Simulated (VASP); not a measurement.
# Al12Cl in VASP: relaxation of the atoms with PBE

Aim: the relaxation of the atoms of Al12Cl with PBE.

Everything below comes from runs of VASP 6.6.1. Logs are shortened: lines on timing, memory, paths and dates and some standing lists are left out, and cuts for length are marked.

### 1 The cell of the first run

The cell holds a slab with vacuum, 13 atoms: a = 5.714 Å, b = 5.714 Å, c = 19.675 Å, α = 90.00°, β = 90.00°, γ = 90.00°.

### 2 Relaxation of the atoms, PBE

The input, INCAR:

```
PREC = Accurate
ENCUT = 520
EDIFF = 1E-6
ISMEAR = 0
SIGMA = 0.1
LREAL = False
LASPH = True
NELM = 80
ALGO = Normal
ISIF = 2
LWAVE = False
LCHARG = False
LDIPOL = True
IDIPOL = 3
DIPOL = 0.5 0.5 0.326
GGA = PE
IBRION = 2
NSW = 36
EDIFFG = -0.025
```

The input, KPOINTS:

```
Automatic mesh
0
Gamma
  5 5 1
```

The input, POSCAR:

```
Al12Cl
1.0
    5.7135165837      0.0000000000      0.0000000000
    0.0000000000      5.7135165837      0.0000000000
    0.0000000000      0.0000000000     19.6746954317
Al Cl
12 1
Selective dynamics
Direct
    0.2500000000      0.2500000000      0.2033068321  F F F
    0.2500000000      0.7500000000      0.2033068321  F F F
    0.7500000000      0.2500000000      0.2033068321  F F F
    0.7500000000      0.7500000000      0.2033068321  F F F
    0.0000000000      0.0000000000      0.3092728609  F F F
    0.0000000000      0.5000000000      0.3092728609  F F F
    0.5000000000      0.0000000000      0.3092728609  F F F
    0.5000000000      0.5000000000      0.3092728609  F F F
    0.2500000000      0.2500000000      0.4154928578  F F F
    0.2500000000      0.7500000000      0.4154928578  F F F
    0.7500000000      0.2500000000      0.4154928578  F F F
    0.7500000000      0.7500000000      0.4154928578  F F F
    0.2500000000      0.2500000000      0.5293446838  F F T
```

Potentials or basis: VASP PAW PBE potentials, release 64 (Al, Cl).

On the command line:

```sh
$ cat potpaw_PBE.64/Al/POTCAR potpaw_PBE.64/Cl/POTCAR > POTCAR
$ mpirun -np 1 vasp_std > vasp.out
```

OUTCAR:

```text
PREC = Accurate
   ENCUT = 520
   EDIFF = 1E-6
   ISMEAR = 0
   LREAL = False
   LASPH = True
   NELM = 80
   ISIF = 2
   GGA = PE
   IBRION = 2
   NSW = 36
   EDIFFG = -0.025

 ion  position               nearest neighbor table
   1  0.250  0.250  0.203-   2 2.86   3 2.86   2 2.86   3 2.86   7 2.90   8 2.90   5 2.90   6 2.90

   2  0.250  0.750  0.203-   1 2.86   4 2.86   1 2.86   4 2.86   7 2.90   8 2.90   5 2.90   6 2.90

   3  0.750  0.250  0.203-   1 2.86   4 2.86   4 2.86   1 2.86   7 2.90   8 2.90   5 2.90   6 2.90
[... 15 lines left out ...]
  11  0.750  0.250  0.415-   9 2.86  12 2.86  12 2.86   9 2.86   5 2.91   6 2.91   7 2.91   8 2.91

  12  0.750  0.750  0.415-  10 2.86  11 2.86  11 2.86  10 2.86   5 2.91   6 2.91   7 2.91   8 2.91

  13  0.250  0.250  0.529-   9 2.24

  LATTYP: Found a simple tetragonal cell.
 ALAT       =     5.7135165837
 C/A-ratio  =     3.4435351930

  Lattice vectors:

 A1 = (   5.7135165837,   0.0000000000,   0.0000000000)
 A2 = (   0.0000000000,   5.7135165837,   0.0000000000)
 A3 = (   0.0000000000,   0.0000000000,  19.6746954317)

Analysis of symmetry for initial positions (statically):
=====================================================================
 Subroutine PRICEL returns:
 Original cell was already a primitive cell.

 Routine SETGRP: Setting up the symmetry group for a
 simple tetragonal supercell.

 Subroutine GETGRP returns: Found  8 space group operations
 (whereof  2 operations were pure point group operations)
 out of a pool of 16 trial point group operations.

The static configuration has the point symmetry C_1h.
 The point group associated with its full space group is C_4v.

Analysis of symmetry for dynamics (positions and initial velocities):
=====================================================================
 Subroutine PRICEL returns:
 Original cell was already a primitive cell.

 Routine SETGRP: Setting up the symmetry group for a
 simple tetragonal supercell.

 Subroutine GETGRP returns: Found  8 space group operations
 (whereof  2 operations were pure point group operations)
 out of a pool of 16 trial point group operations.

The dynamic configuration has the point symmetry C_1h.
 The point group associated with its full space group is C_4v.

Analysis of constrained symmetry for selective dynamics:
=====================================================================
 Subroutine PRICEL returns:
 Original cell was already a primitive cell.

 Routine SETGRP: Setting up the symmetry group for a
 simple tetragonal supercell.

 Subroutine GETGRP returns: Found  8 space group operations
 (whereof  2 operations were pure point group operations)
 out of a pool of 16 trial point group operations.

The constrained configuration has the point symmetry C_1h.
 The point group associated with its full space group is C_4v.

 Subroutine INISYM returns: Found  8 space group operations
 (whereof  2 operations are pure point group operations),
 and found     1 'primitive' translations

----------------------------------------------------------------------------------------

                                     Primitive cell

  volume of cell :     642.2661

  direct lattice vectors                    reciprocal lattice vectors
     5.713516584  0.000000000  0.000000000     0.175023558  0.000000000  0.000000000
     0.000000000  5.713516584  0.000000000     0.000000000  0.175023558  0.000000000
     0.000000000  0.000000000 19.674695432     0.000000000  0.000000000  0.050826708

  length of vectors
     5.713516584  5.713516584 19.674695432     0.175023558  0.175023558  0.050826708

  position of ions in fractional coordinates (direct lattice)
     0.250000000  0.250000000  0.203306832
     0.250000000  0.750000000  0.203306832
     0.750000000  0.250000000  0.203306832
     0.750000000  0.750000000  0.203306832
     0.000000000  0.000000000  0.309272861
     0.000000000  0.500000000  0.309272861
     0.500000000  0.000000000  0.309272861
     0.500000000  0.500000000  0.309272861
     0.250000000  0.250000000  0.415492858
     0.250000000  0.750000000  0.415492858
     0.750000000  0.250000000  0.415492858
     0.750000000  0.750000000  0.415492858
     0.250000000  0.250000000  0.529344684

  ion indices of the primitive-cell ions
   primitive index   ion index
                 1           1
                 2           2
                 3           3
                 4           4
                 5           5
                 6           6
                 7           7
                 8           8
                 9           9
                10          10
                11          11
                12          12
                13          13

----------------------------------------------------------------------------------------

 KPOINTS: Automatic mesh

Automatic generation of k-mesh.
 Grid dimensions read from file:
 generate k-points for:    5    5    1

 Generating k-lattice:

  Cartesian coordinates                     Fractional coordinates (reciprocal lattice)
     0.035004712  0.000000000  0.000000000     0.200000000  0.000000000  0.000000000
     0.000000000  0.035004712  0.000000000     0.000000000  0.200000000  0.000000000
     0.000000000  0.000000000  0.050826708     0.000000000  0.000000000  1.000000000

  Length of vectors
     0.035004712  0.035004712  0.050826708

  Shift w.r.t. Gamma in fractional coordinates (k-lattice)
     0.000000000  0.000000000  0.000000000

 Subroutine IBZKPT returns following result:
 ===========================================

 Found      6 irreducible k-points:

 Following reciprocal coordinates:
            Coordinates               Weight
  0.000000  0.000000  0.000000      1.000000
  0.200000  0.000000  0.000000      4.000000
  0.400000  0.000000  0.000000      4.000000
  0.200000  0.200000  0.000000      4.000000
  0.400000  0.200000  0.000000      8.000000
  0.400000  0.400000  0.000000      4.000000
   k-points           NKPTS =      6   k-points in BZ     NKDIM =      6   number of bands    NBANDS=     28
   number of dos      NEDOS =    301   number of ions     NIONS =     13
   total plane-waves  NPLWV = 264600
   dimension x,y,z NGX =    42 NGY =   42 NGZ =  150
   dimension x,y,z NGXF=    84 NGYF=   84 NGZF=  300
   ions per type =              12   1
   NGX,Y,Z   is equivalent  to a cutoff of  12.22, 12.22, 12.67 a.u.
   NGXF,Y,Z  is equivalent  to a cutoff of  24.44, 24.44, 25.35 a.u.
 SYSTEM =  unknown system
   PREC   = accura    normal or accurate (medium, high low for compatibility)
   ISTART =      0    job   : 0-new  1-cont  2-samecut
   ICHARG =      2    charge: 1-file 2-atom 10-const
   ISPIN  =      1    spin polarized calculation?
   LNONCOLLINEAR =      F non collinear calculations
   LSORBIT =      F    spin-orbit coupling
   LASPH  =      T    aspherical Exc in radial PAW
   ENCUT  =  520.0 eV  38.22 Ry    6.18 a.u.  10.62 10.62 36.58*2*pi/ulx,y,z
   NELM   =     80;   NELMIN=  2; NELMDL= -5     # of ELM steps
   EDIFF  = 0.1E-05   stopping-criterion for ELM
   LREAL  =      F    real-space projection
   EDIFFG = -.3E-01   stopping-criterion for IOM
   NSW    =     36    number of steps for IOM
   IBRION =      2    ionic relax: 0-MD 1-quasi-New 2-CG
   NFREE  =      1    steps in history (QN), initial steepest desc. (CG)
   ISIF   =      2    stress and relaxation
   ISYM   =      2    0-nonsym 1-usesym 2-fastsym
   POTIM  = 0.5000    time-step for ionic-motion
   TEBEG  =    0.0;   TEEND  =   0.0 temperature during run
   PSTRESS=    0.0 pullay stress
   NELECT =      43.0000    total number of electrons
   NUPDOWN=      -1.0000    fix difference up-down
   EMIN   =  10.00;   EMAX   =-10.00  energy-range for DOS
   EFERMI =   0.00;   METHOD = LEGACY
   ISMEAR =     0;   SIGMA  =   0.10  broadening in eV -4-tet -1-fermi 0-gaus
   EFERMI_NEDOS =   21; number of points for ismear=-14 and -15
   IALGO  =     38    algorithm
   IMIX   =      4    mixing-type and parameters
     AMIX     =   0.40;   BMIX     =  1.00
     AMIX_MAG =   1.60;   BMIX_MAG =  1.00
  volume/ion in A,a.u.               =      49.41       333.40
  Fermi-wavevector in a.u.,A,eV,Ry     =   0.664751  1.256198  6.012340  0.441895
  Thomas-Fermi vector in A             =   1.738535
   LORBIT       =      0    0 simple, 1 ext, 2 COOP (PROOUT), +10 PAW based schemes
   GGA     = PE    functional components
   LHFCALC =     F    Hartree Fock is set to
   AEXX    =    0.0000 exact exchange contribution
   IVDW    =     0    specifies the selected vdW correction
   LEPSILON=     F    determine dielectric tensor
   LRPA    =     F    only Hartree local field effects (RPA)
 conjugate gradient relaxation of ions
 non-spin polarized calculation
 Gauss-broadening in eV      SIGMA  =   0.10
  energy-cutoff  :      520.00
  volume of cell :      642.27
 maximum number of plane-waves:     17320
   NGX = 21   NGY = 21   NGZ = 73

 dipolmoment           0.000000      0.000000     -0.073506 electrons x Angstroem

--------------------------------------- Ionic step        1  -------------------------------------------

 number of electron      43.0000002 magnetization

 Free energy of the ion-electron system (eV)
  ---------------------------------------------------
  ext. energy  EPLUGINS =         0.00000000
  ---------------------------------------------------
  free energy    TOTEN  =       -44.89183686 eV

  energy without entropy =      -44.87639582  energy(sigma->0) =      -44.88411634

------------------------ aborting loop because EDIFF is reached ----------------------------------------

  FORCE on cell =-STRESS in cart. coord.  units (eV):
  Direction    XX          YY          ZZ          XY          YZ          ZX
  --------------------------------------------------------------------------------------
  -------------------------------------------------------------------------------------
  Total       -6.3071115     -6.3071115     -2.3509525      0.0000000      0.0000000      0.0000000
  in kB      -15.7335268    -15.7335268     -5.8646140      0.0000000      0.0000000      0.0000000
  external PRESSURE =     -12.4438892 kB  Pullay stress =       0.0000000 kB
[... 81 lines left out ...]
--------------------------------------- Ionic step        3  -------------------------------------------

 number of electron      43.0000001 magnetization

 dipolmoment           0.000000      0.000000      0.152525 electrons x Angstroem

 Free energy of the ion-electron system (eV)
  ---------------------------------------------------
  ext. energy  EPLUGINS =         0.00000000
  ---------------------------------------------------
  free energy    TOTEN  =       -44.90765202 eV

  energy without entropy =      -44.89225704  energy(sigma->0) =      -44.89995453

 E-fermi :  -0.5614     XC(G=0):  -4.4917

 val. band max:       -0.6165400982   @ k =   0.0000   0.0000   0.0000
 cond. band min:      -0.5293519611   @ k =   0.0000   0.0000   0.0000
 fundamental gap:      0.0871881371
 Fermi energy:        -0.5613766777

 k-point     1 :       0.0000    0.0000    0.0000
  band No.  band energies     occupation
      1     -15.9148      2.00000
      2     -10.6332      2.00000
      3      -8.5454      2.00000
      4      -6.3555      2.00000
      5      -6.2574      2.00000
      6      -6.1544      2.00000
[... 175 lines left out ...]
     27       0.8230      0.00000
     28       1.3348      0.00000

------------------------ aborting loop because EDIFF is reached ----------------------------------------

 vacuum level on the upper side and lower side of the slab       (xc-potential included)         0.274        -0.549

  FORCE on cell =-STRESS in cart. coord.  units (eV):
  Direction    XX          YY          ZZ          XY          YZ          ZX
  --------------------------------------------------------------------------------------
  -------------------------------------------------------------------------------------
  Total       -6.2155421     -6.2155421     -1.2073031      0.0000000      0.0000000      0.0000000
  in kB      -15.5051006    -15.5051006     -3.0117014      0.0000000      0.0000000      0.0000000
  external PRESSURE =     -11.3406342 kB  Pullay stress =       0.0000000 kB
[... 28 lines left out ...]
  FREE ENERGIE OF THE ION-ELECTRON SYSTEM (eV)
  ---------------------------------------------------
  free  energy   TOTEN  =       -44.9076520153 eV

  energy  without entropy=      -44.8922570435  energy(sigma->0) =      -44.89995453

 reached required accuracy - stopping structural energy minimisation

 vacuum level on the upper side and lower side of the slab         4.638         3.786
```

Run time: 4.1 min. Hardware: 1 thread of Intel Xeon 6975P-C (Granite Rapids), shared host; peak memory 0.64 GiB.

What came out:

```yaml
Free_energy: -44.9077 eV
Energy_gained_by_relaxing: 1.2 meV/atom
Ionic_steps: 3
Band_gap_on_the_k_mesh: zero (an odd number of electrons rules out a gap without spin polarisation)
```

Step by step:
| step | energy change (eV) | largest force on free atoms (eV/Å) | pressure (GPa) |
| --- | --- | --- | --- |
| 1 | 0.0000 | 0.5360 | -1.24 |
| 2 | -0.0110 | 0.3074 | -1.20 |
| 3 | -0.0158 | 0.0065 | -1.13 |

Final structure:
```xyz
13
Lattice="5.7135 0.0000 0.0000 0.0000 5.7135 0.0000 0.0000 0.0000 19.6747" Properties=species:S:1:pos:R:3 pbc="T T T"
Al    1.4284    1.4284    4.0000
Al    1.4284    4.2851    4.0000
Al    4.2851    1.4284    4.0000
Al    4.2851    4.2851    4.0000
Al    0.0000    0.0000    6.0848
Al    0.0000    2.8568    6.0848
Al    2.8568    0.0000    6.0848
Al    2.8568    2.8568    6.0848
Al    1.4284    1.4284    8.1747
Al    1.4284    4.2851    8.1747
Al    4.2851    1.4284    8.1747
Al    4.2851    4.2851    8.1747
Cl    1.4284    1.4284   10.3587
```

Caveat: an odd number of electrons without spin polarisation forces a metal; a magnetic or distorted state may lie lower.

The gap in the log of VASP goes by the Fermi energy; the results here count the filled bands.